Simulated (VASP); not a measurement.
Wanted: the native input for a VASP 6.6.1 run.

```
Task                   : single point
Functional             : PBE
Dispersion             : D3(BJ)
Potentials or basis    : VASP PAW PBE potentials, release 64 (Al, Li_sv)
Cutoff                 : 520 eV
k mesh                 : 2 × 3 × 1
Occupations            : gaussian, width 0.05 eV
Spin                   : no spin polarisation
Dipole correction      : no
Further INCAR settings : LREAL = Auto; ALGO = Normal; EDIFF = 1e-06; NBANDS = 40
```

The structure of LiAl16 lies in POSCAR:

```
LiAl16
1.0
    8.1000000000      0.0000000000      0.0000000000
    0.0000000000      5.7275650000      0.0000000000
    0.0000000000      0.0000000000     15.2956740000
Al Li
16 1
Direct
    0.2500000000      0.2499999564      0.0653780278
    0.7500000000      0.2499999564      0.0653780278
    0.2500000000      0.7500000436      0.0653780278
    0.7500000000      0.7500000436      0.0653780278
   -0.0023790123      0.0005850654      0.1488171100
    0.5023792593      0.0005852400      0.1488170446
   -0.0012590123      0.5003759887      0.1480883418
    0.5012591358      0.5003761633      0.1480883418
    0.2500002469      0.2467139177      0.2409051082
    0.7500002469      0.2489892302      0.2399237196
    0.2500002469      0.7580827105      0.2409668250
    0.7500002469      0.7438153910      0.2423595717
   -0.0010865432      0.0037946318      0.3256495268
    0.5010870370      0.0037944572      0.3256494614
    0.0132272840      0.5057297473      0.3231518271
    0.4867735802      0.5057295727      0.3231518271
    0.7500006173      0.3731650361      0.4191520426
```

The input as run:

INCAR

```
PREC     = Accurate       # precision mode
ENCUT    = 520            # plane-wave cutoff, eV
EDIFF    = 1E-6           # SCF threshold, eV
ISMEAR   = 0              # smearing method
SIGMA    = 0.05           # smearing width, eV
LREAL    = Auto         
LASPH    = T              # aspherical terms in the spheres
NELM     = 60             # most SCF steps
ALGO     = Normal         # electronic algorithm
ISIF     = 2              # what is computed and relaxed
LWAVE    = F              # write WAVECAR
LCHARG   = F              # write CHGCAR
GGA      = PE             # functional
IVDW     = 12             # dispersion correction
NBANDS   = 40             # bands
```

KPOINTS

```
Automatic mesh
0
Gamma
  2 3 1
```

Potentials or basis: VASP PAW PBE potentials, release 64 (Al, Li_sv).

Command:

```console
$ cat potpaw_PBE.64/Al/POTCAR potpaw_PBE.64/Li_sv/POTCAR > POTCAR
$ mpirun -np 1 vasp_std > vasp.out
```

It gave:

```yaml
Largest_force: 0.180 eV/Å
Dispersion_energy_per_atom: -0.209 eV
```

Caveat: the k points lie up to 0.39 Å⁻¹ apart.

Wall time 120 s on 1 thread of Intel(R) Xeon(R) 6975P-C (Granite Rapids) (shared host), peak memory 0.66 GiB.
